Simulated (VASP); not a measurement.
# SiC (P6_3mc) in VASP: further runs

SiC is run at these levels: PBE, r2SCAN, LDA; tasks: single point.

Program: VASP 6.6.1. These are calculated values, not measurements. Logs are shortened: lines on timing, memory, paths and dates and some standing lists are left out, and cuts for length are marked.

### 1 The cell of the first run

The structure is hexagonal, space group P6_3mc (No. 186). Conventional cell: a = 3.076 Å, b = 3.076 Å, c = 10.071 Å, α = 90.00°, β = 90.00°, γ = 120.00°. Si (site symmetry 3m) has 4 C at 1.88 to 1.89 Å within 2.5 Å. Within 2.5 Å of Si (site symmetry 3m) lie 4 C at 1.88 to 1.89 Å. Within 2.5 Å of C (site symmetry 3m) lie 4 Si at 1.88 to 1.89 Å. Within 2.5 Å of C (site symmetry 3m) lie 4 Si at 1.88 to 1.89 Å.

### 2 Single point, PBE

The input, INCAR:

```
SYSTEM = SiC
PREC = Accurate
ENCUT = 520
EDIFF = 1E-7
ISMEAR = 0
SIGMA = 0.013000000000000001
LREAL = .False.
LASPH = .True.
NELM = 60
ALGO = Normal
ISIF = 2
LWAVE = .False.
LCHARG = .False.
GGA = PE
NBANDS = 26
```

The input, KPOINTS:

```
Automatic mesh
0
Gamma
  10 10 3
  0 0 0
```

The input, POSCAR:

```
SiC
1.0
    3.0756941497      0.0000000000      0.0000000000
   -1.5378470748      2.6636292679      0.0000000000
    0.0000000000      0.0000000000     10.0706464800
Si C
4 4
Direct
    0.0000000000      0.0000000000      0.1878943800
    0.0000000000      0.0000000000      0.6878943800
    0.3333333333      0.6666666667      0.4378419800
    0.6666666667      0.3333333333      0.9378419800
    0.0000000000      0.0000000000      0.0004600500
    0.0000000000      0.0000000000      0.5004600500
    0.3333333333      0.6666666667      0.2498025900
    0.6666666667      0.3333333333      0.7498025900
```

Potentials or basis: VASP PAW PBE potentials, release 64 (Si, C).

Launch:

```
$ cat potpaw_PBE.64/Si/POTCAR potpaw_PBE.64/C/POTCAR > POTCAR
$ mpirun -np 1 vasp_std > vasp.out
```

OUTCAR:

```text
SYSTEM = SiC
   PREC = Accurate
   ENCUT = 520
   EDIFF = 1E-7
   ISMEAR = 0
   LREAL = .False.
   LASPH = .True.
   NELM = 60
   ISIF = 2
   GGA = PE

 ion  position               nearest neighbor table
   1  0.000  0.000  0.188-   7 1.88   7 1.88   7 1.88   5 1.89   3 3.08   3 3.08   3 3.08   4 3.08
                             4 3.08   4 3.08
   2  0.000  0.000  0.688-   8 1.88   8 1.88   8 1.88   6 1.89   4 3.08   4 3.08   4 3.08   3 3.08
                             3 3.08   3 3.08
   3  0.333  0.667  0.438-   6 1.88   6 1.88   6 1.88   7 1.89   1 3.08   1 3.08   1 3.08   2 3.08
                             2 3.08   2 3.08
   4  0.667  0.333  0.938-   5 1.88   5 1.88   5 1.88   8 1.89   2 3.08   2 3.08   2 3.08   1 3.08
                             1 3.08   1 3.08
   5  0.000  0.000  0.000-   4 1.88   4 1.88   4 1.88   1 1.89
   6  0.000  0.000  0.500-   3 1.88   3 1.88   3 1.88   2 1.89
   7  0.333  0.667  0.250-   1 1.88   1 1.88   1 1.88   3 1.89
   8  0.667  0.333  0.750-   2 1.88   2 1.88   2 1.88   4 1.89

  LATTYP: Found a hexagonal cell.
 ALAT       =     3.0756941497
 C/A-ratio  =     3.2742678530

  Lattice vectors:

 A1 = (   3.0756941497,   0.0000000000,   0.0000000000)
 A2 = (  -1.5378470748,   2.6636292679,   0.0000000000)
 A3 = (   0.0000000000,   0.0000000000,  10.0706464800)

Analysis of symmetry for initial positions (statically):
=====================================================================
 Subroutine PRICEL returns:
 Original cell was already a primitive cell.

 Routine SETGRP: Setting up the symmetry group for a
 hexagonal supercell.

 Subroutine GETGRP returns: Found 12 space group operations
 (whereof  6 operations were pure point group operations)
 out of a pool of 24 trial point group operations.

The static configuration has the point symmetry C_3v.
 The point group associated with its full space group is C_6v.

Analysis of symmetry for dynamics (positions and initial velocities):
=====================================================================
 Subroutine PRICEL returns:
 Original cell was already a primitive cell.

 Routine SETGRP: Setting up the symmetry group for a
 hexagonal supercell.

 Subroutine GETGRP returns: Found 12 space group operations
 (whereof  6 operations were pure point group operations)
 out of a pool of 24 trial point group operations.

The dynamic configuration has the point symmetry C_3v.
 The point group associated with its full space group is C_6v.

 Subroutine INISYM returns: Found 12 space group operations
 (whereof  6 operations are pure point group operations),
 and found     1 'primitive' translations

----------------------------------------------------------------------------------------

                                     Primitive cell

  volume of cell :      82.5039

  direct lattice vectors                    reciprocal lattice vectors
     3.075694150  0.000000000  0.000000000     0.325129857  0.187713811  0.000000000
    -1.537847075  2.663629268  0.000000000     0.000000000  0.375427621  0.000000000
     0.000000000  0.000000000 10.070646480     0.000000000  0.000000000  0.099298491

  length of vectors
     3.075694150  3.075694150 10.070646480     0.375427621  0.375427621  0.099298491

  position of ions in fractional coordinates (direct lattice)
     0.000000000  0.000000000  0.187894380
     0.000000000  0.000000000  0.687894380
     0.333333333  0.666666667  0.437841980
     0.666666667  0.333333333  0.937841980
     0.000000000  0.000000000  0.000460050
     0.000000000  0.000000000  0.500460050
     0.333333333  0.666666667  0.249802590
     0.666666667  0.333333333  0.749802590

  ion indices of the primitive-cell ions
   primitive index   ion index
                 1           1
                 2           2
                 3           3
                 4           4
                 5           5
                 6           6
                 7           7
                 8           8

----------------------------------------------------------------------------------------

 KPOINTS: Automatic mesh

Automatic generation of k-mesh.
 Grid dimensions read from file:
 generate k-points for:   10   10    3

 Generating k-lattice:

  Cartesian coordinates                     Fractional coordinates (reciprocal lattice)
     0.032512986  0.018771381  0.000000000     0.100000000  0.000000000  0.000000000
     0.000000000  0.037542762  0.000000000     0.000000000  0.100000000  0.000000000
     0.000000000  0.000000000  0.033099497     0.000000000  0.000000000  0.333333333

  Length of vectors
     0.037542762  0.037542762  0.033099497

  Shift w.r.t. Gamma in fractional coordinates (k-lattice)
     0.000000000  0.000000000  0.000000000

 Subroutine IBZKPT returns following result:
 ===========================================

 Found     28 irreducible k-points:

 Following reciprocal coordinates:
            Coordinates               Weight
  0.000000  0.000000  0.000000      1.000000
  0.100000  0.000000  0.000000      6.000000
  0.200000  0.000000  0.000000      6.000000
  0.300000  0.000000  0.000000      6.000000
  0.400000  0.000000  0.000000      6.000000
  0.500000  0.000000  0.000000      3.000000
[... 16 lines left out ...]
  0.300000  0.100000  0.333333     24.000000
  0.400000  0.100000  0.333333     24.000000
 [... further k-points ...]
   k-points           NKPTS =     28   k-points in BZ     NKDIM =     28   number of bands    NBANDS=     26
   number of dos      NEDOS =    301   number of ions     NIONS =      8
   total plane-waves  NPLWV =  46080
   dimension x,y,z NGX =    24 NGY =   24 NGZ =   80
   dimension x,y,z NGXF=    48 NGYF=   48 NGZF=  160
   ions per type =               4   4
   NGX,Y,Z   is equivalent  to a cutoff of  12.97, 12.97, 13.21 a.u.
   NGXF,Y,Z  is equivalent  to a cutoff of  25.94, 25.94, 26.41 a.u.
 SYSTEM =  SiC
   PREC   = accura    normal or accurate (medium, high low for compatibility)
   ISTART =      0    job   : 0-new  1-cont  2-samecut
   ICHARG =      2    charge: 1-file 2-atom 10-const
   ISPIN  =      1    spin polarized calculation?
   LNONCOLLINEAR =      F non collinear calculations
   LSORBIT =      F    spin-orbit coupling
   LASPH  =      T    aspherical Exc in radial PAW
   ENCUT  =  520.0 eV  38.22 Ry    6.18 a.u.   5.72  5.72 18.72*2*pi/ulx,y,z
   NELM   =     60;   NELMIN=  2; NELMDL= -5     # of ELM steps
   EDIFF  = 0.1E-06   stopping-criterion for ELM
   LREAL  =      F    real-space projection
   EDIFFG = 0.1E-05   stopping-criterion for IOM
   NSW    =      0    number of steps for IOM
   IBRION =     -1    ionic relax: 0-MD 1-quasi-New 2-CG
   NFREE  =      0    steps in history (QN), initial steepest desc. (CG)
   ISIF   =      2    stress and relaxation
   ISYM   =      2    0-nonsym 1-usesym 2-fastsym
   POTIM  = 0.5000    time-step for ionic-motion
   TEBEG  =    0.0;   TEEND  =   0.0 temperature during run
   PSTRESS=    0.0 pullay stress
   NELECT =      32.0000    total number of electrons
   NUPDOWN=      -1.0000    fix difference up-down
   EMIN   =  10.00;   EMAX   =-10.00  energy-range for DOS
   EFERMI =   0.00;   METHOD = LEGACY
   ISMEAR =     0;   SIGMA  =   0.01  broadening in eV -4-tet -1-fermi 0-gaus
   EFERMI_NEDOS =   21; number of points for ismear=-14 and -15
   IALGO  =     38    algorithm
   IMIX   =      4    mixing-type and parameters
     AMIX     =   0.40;   BMIX     =  1.00
     AMIX_MAG =   1.60;   BMIX_MAG =  1.00
  volume/ion in A,a.u.               =      10.31        69.60
  Fermi-wavevector in a.u.,A,eV,Ry     =   1.193897  2.256138 19.393597  1.425389
  Thomas-Fermi vector in A             =   2.329900
   LORBIT       =      0    0 simple, 1 ext, 2 COOP (PROOUT), +10 PAW based schemes
   GGA     = PE    functional components
   LHFCALC =     F    Hartree Fock is set to
   AEXX    =    0.0000 exact exchange contribution
   IVDW    =     0    specifies the selected vdW correction
   LEPSILON=     F    determine dielectric tensor
   LRPA    =     F    only Hartree local field effects (RPA)
 non-spin polarized calculation
 Gauss-broadening in eV      SIGMA  =   0.01
  energy-cutoff  :      520.00
  volume of cell :       82.50
 maximum number of plane-waves:      2248
 NGX is ok and might be reduce to    24
   NGX = 11   NGY = 11   NGZ = 37

 number of electron      32.0000000 magnetization

 Free energy of the ion-electron system (eV)
  ---------------------------------------------------
  ext. energy  EPLUGINS =         0.00000000
  ---------------------------------------------------
  free energy    TOTEN  =       -60.23099864 eV

  energy without entropy =      -60.23099864  energy(sigma->0) =      -60.23099864

 E-fermi :   8.3216     XC(G=0): -11.3673

 val. band max:        8.2108584454   @ k =   0.0000   0.0000   0.0000
 cond. band min:      10.4363142642   @ k =   0.5000   0.0000   0.0000
 fundamental gap:      2.2254558188
 Fermi energy:         8.3216145067

 k-point     1 :       0.0000    0.0000    0.0000
  band No.  band energies     occupation
      1      -7.2953      2.00000
      2      -6.1156      2.00000
      3      -6.0789      2.00000
      4      -3.7187      2.00000
      5      -0.4170      2.00000
      6       3.8233      2.00000
[... 18 lines left out ...]
     25      15.6253      0.00000
     26      16.2824      0.00000

 k-point     2 :       0.1000    0.0000    0.0000
  band No.  band energies     occupation
      1      -7.1213      2.00000
      2      -5.9474      2.00000
      3      -5.9099      2.00000
      4      -3.5722      2.00000
      5      -0.2575      2.00000
      6       3.8729      2.00000
[... 18 lines left out ...]
     25      15.8211      0.00000
     26      16.0788      0.00000

 k-point     3 :       0.2000    0.0000    0.0000
  band No.  band energies     occupation
      1      -6.6059      2.00000
      2      -5.4521      2.00000
      3      -5.4116      2.00000
      4      -3.1529      2.00000
      5       0.1986      2.00000
      6       3.6380      2.00000
[... 572 lines left out ...]
 k-point    23 :       0.3000    0.1000    0.3333
  band No.  band energies     occupation
      1      -5.0145      2.00000
      2      -4.6476      2.00000
      3      -3.3205      2.00000
      4      -2.5857      2.00000
      5       0.9068      2.00000
      6       1.1856      2.00000
[... 18 lines left out ...]
     25      16.5258      0.00000
     26      17.5395      0.00000

 k-point    24 :       0.4000    0.1000    0.3333
  band No.  band energies     occupation
      1      -3.9504      2.00000
      2      -3.6606      2.00000
      3      -2.7573      2.00000
      4      -2.3857      2.00000
      5       0.0623      2.00000
      6       0.4160      2.00000
[... 18 lines left out ...]
     25      16.1911      0.00000
     26      17.0870      0.00000

 [... further k-points ...]
[... 5 lines left out ...]
  --------------------------------------------------------------------------------------
  -------------------------------------------------------------------------------------
  Total        2.0111907      2.0111907      1.9436249      0.0000000      0.0000000     -0.0000000
  in kB       39.0561615     39.0561615     37.7440722      0.0000000      0.0000000     -0.0000000
  external PRESSURE =      38.6187984 kB  Pullay stress =       0.0000000 kB

 VOLUME and BASIS-vectors are now :
 -----------------------------------------------------------------------------
  energy-cutoff  :      520.00
  volume of cell :       82.50
      direct lattice vectors                 reciprocal lattice vectors
     3.075694150  0.000000000  0.000000000     0.325129857  0.187713811  0.000000000
    -1.537847075  2.663629268  0.000000000     0.000000000  0.375427621  0.000000000
     0.000000000  0.000000000 10.070646480     0.000000000  0.000000000  0.099298491

 POSITION                                       TOTAL-FORCE (eV/Angst)
 -----------------------------------------------------------------------------------
      0.00000      0.00000      1.89222         0.000000      0.000000      0.001786
      0.00000      0.00000      6.92754        -0.000000      0.000000      0.001786
     -0.00000      1.77575      4.40935         0.000000      0.000000     -0.004896
      1.53785      0.88788      9.44468        -0.000000      0.000000     -0.004896
      0.00000      0.00000      0.00463         0.000000      0.000000     -0.002233
      0.00000      0.00000      5.03996        -0.000000      0.000000     -0.002233
     -0.00000      1.77575      2.51567         0.000000     -0.000000      0.005343
      1.53785      0.88788      7.55100        -0.000000      0.000000      0.005343
 -----------------------------------------------------------------------------------
    total drift:                               -0.000000     -0.000000      0.000030

  FREE ENERGIE OF THE ION-ELECTRON SYSTEM (eV)
  ---------------------------------------------------
  free  energy   TOTEN  =       -60.2309986411 eV

  energy  without entropy=      -60.2309986411  energy(sigma->0) =      -60.23099864
```

It took 2.2 min on 1 thread of AMD EPYC 7R13, shared host; peak memory 0.18 GiB.

Results:

```
Free energy            : -60.2310 eV
Pressure               : 3.9 GPa
Largest force          : 0.005 eV/Å
Band gap on the k mesh : 2.23 eV, indirect (least direct gap 3.35 eV)
```

Forces on the atoms (eV/Å):
```
Si   0.000  0.000  0.002
Si   0.000  0.000  0.002
Si   0.000  0.000 -0.005
Si   0.000  0.000 -0.005
C    0.000  0.000 -0.002
C    0.000  0.000 -0.002
C    0.000  0.000  0.005
C    0.000  0.000  0.005
```

A k mesh can miss the band edges. PBE gaps usually lie below the measured ones, often by a third to a half.

### 3 Single point, r2SCAN

POSCAR is that of step 2.

The input, INCAR.step1:

```
SYSTEM = SiC
  PREC = Accurate
  ENCUT = 520
  ISMEAR = -1
  SIGMA = 0.05
  LREAL = .False.
  LASPH = .True.
  NELM = 60
  NBANDS = 26
  GGA = PE
  ALGO = Normal
  EDIFF = 1E-4
  LWAVE = .True.
  LCHARG = .False.
```

The input, INCAR.step2:

```
SYSTEM = SiC
  PREC = Accurate
  ENCUT = 520
  EDIFF = 1E-6
  ISMEAR = -1
  SIGMA = 0.05
  LREAL = .False.
  LASPH = .True.
  NELM = 60
  ALGO = Normal
  ISIF = 2
  LWAVE = .False.
  LCHARG = .False.
  METAGGA = R2SCAN
  LMIXTAU = .True.
  NBANDS = 26
  ISTART = 1
```

KPOINTS is that of step 2.

Potentials or basis: VASP PAW PBE potentials, release 64 (Si, C).

Launch:

```
$ cat potpaw_PBE.64/Si/POTCAR potpaw_PBE.64/C/POTCAR > POTCAR
$ cp INCAR.step1 INCAR
$ mpirun -np 1 vasp_std > vasp.out
$ cp INCAR.step2 INCAR
$ mpirun -np 1 vasp_std > vasp.out
```

OUTCAR:

```text
SYSTEM = SiC
   PREC = Accurate
   ENCUT = 520
   EDIFF = 1E-6
   ISMEAR = -1
   LREAL = .False.
   LASPH = .True.
   NELM = 60
   ISIF = 2
   METAGGA = R2SCAN
   ISTART = 1

 ion  position               nearest neighbor table
   1  0.000  0.000  0.188-   7 1.88   7 1.88   7 1.88   5 1.89   3 3.08   3 3.08   3 3.08   4 3.08
                             4 3.08   4 3.08
   2  0.000  0.000  0.688-   8 1.88   8 1.88   8 1.88   6 1.89   4 3.08   4 3.08   4 3.08   3 3.08
                             3 3.08   3 3.08
   3  0.333  0.667  0.438-   6 1.88   6 1.88   6 1.88   7 1.89   1 3.08   1 3.08   1 3.08   2 3.08
                             2 3.08   2 3.08
[... 917 lines left out ...]
  in kB        2.3729093      2.3729093      2.1451958      0.0000000      0.0000000     -0.0000000
  external PRESSURE =       2.2970048 kB  Pullay stress =       0.0000000 kB

 VOLUME and BASIS-vectors are now :
 -----------------------------------------------------------------------------
  energy-cutoff  :      520.00
  volume of cell :       82.50
      direct lattice vectors                 reciprocal lattice vectors
     3.075694150  0.000000000  0.000000000     0.325129857  0.187713811  0.000000000
    -1.537847075  2.663629268  0.000000000     0.000000000  0.375427621  0.000000000
     0.000000000  0.000000000 10.070646480     0.000000000  0.000000000  0.099298491

 POSITION                                       TOTAL-FORCE (eV/Angst)
 -----------------------------------------------------------------------------------
      0.00000      0.00000      1.89222        -0.000000      0.000000     -0.001454
      0.00000      0.00000      6.92754         0.000000     -0.000000     -0.001454
     -0.00000      1.77575      4.40935        -0.000000      0.000000     -0.001090
      1.53785      0.88788      9.44468        -0.000000      0.000000     -0.001090
      0.00000      0.00000      0.00463         0.000000      0.000000      0.001507
      0.00000      0.00000      5.03996         0.000000      0.000000      0.001507
     -0.00000      1.77575      2.51567         0.000000     -0.000000      0.001037
      1.53785      0.88788      7.55100         0.000000      0.000000      0.001037
 -----------------------------------------------------------------------------------
    total drift:                                0.000000      0.000000     -0.000670

  FREE ENERGIE OF THE ION-ELECTRON SYSTEM (eV)
  ---------------------------------------------------
  free  energy   TOTEN  =       -77.3076862167 eV

  energy  without entropy=      -77.3076862167  energy(sigma->0) =      -77.30768622
```

OUTCAR.step1:

```text
SYSTEM = SiC
   PREC = Accurate
   ENCUT = 520
   ISMEAR = -1
   LREAL = .False.
   LASPH = .True.
   NELM = 60
[... 946 lines left out ...]
      0.00000      0.00000      5.03996         0.000000     -0.000000     -0.002177
     -0.00000      1.77575      2.51567         0.000000      0.000000      0.004958
      1.53785      0.88788      7.55100         0.000000      0.000000      0.004958
 -----------------------------------------------------------------------------------
    total drift:                               -0.000000     -0.000000     -0.001345

  FREE ENERGIE OF THE ION-ELECTRON SYSTEM (eV)
  ---------------------------------------------------
  free  energy   TOTEN  =       -60.2309940638 eV

  energy  without entropy=      -60.2309940638  energy(sigma->0) =      -60.23099406
```

OSZICAR.step1:

```text
N       E                     dE             d eps       ncg     rms          rms(c)
DAV:   1     0.719982287267E+02    0.71998E+02   -0.14537E+04  1456   0.111E+03
DAV:   2    -0.608129013669E+02   -0.13281E+03   -0.12316E+03  1942   0.189E+02
DAV:   3    -0.676019957650E+02   -0.67891E+01   -0.67408E+01  1988   0.405E+01
DAV:   4    -0.676850065816E+02   -0.83011E-01   -0.82917E-01  1888   0.528E+00
DAV:   5    -0.676864282485E+02   -0.14217E-02   -0.14206E-02  1954   0.654E-01    0.177E+01
DAV:   6    -0.604258165769E+02    0.72606E+01   -0.19343E+01  1874   0.193E+01    0.799E+00
DAV:   7    -0.602646065170E+02    0.16121E+00   -0.22083E+00  2024   0.661E+00    0.342E+00
DAV:   8    -0.602335098385E+02    0.31097E-01   -0.11910E-01  1766   0.163E+00    0.103E+00
DAV:   9    -0.602304166053E+02    0.30932E-02   -0.18022E-02  1840   0.721E-01    0.161E-01
DAV:  10    -0.602309088718E+02   -0.49227E-03   -0.14762E-03  1870   0.189E-01    0.792E-02
DAV:  11    -0.602309940638E+02   -0.85192E-04   -0.18136E-04  1354   0.867E-02
   1 F= -.60230994E+02 E0= -.60230994E+02  d E =-.404222E-10
```

Wall time 9 min (1 thread of AMD EPYC 7R13, shared host); peak memory 0.2 GiB.

Results:

```yaml
Free_energy: -77.3077 eV
Pressure: 0.2 GPa
Band_gap_on_the_k_mesh: 2.61 eV, indirect (least direct gap 3.79 eV)
```

Caveat: the PAW data sets were made with another functional, which shifts forces and pressure a little. A k mesh can miss the band edges.

(Continued in part 2 of 2.)
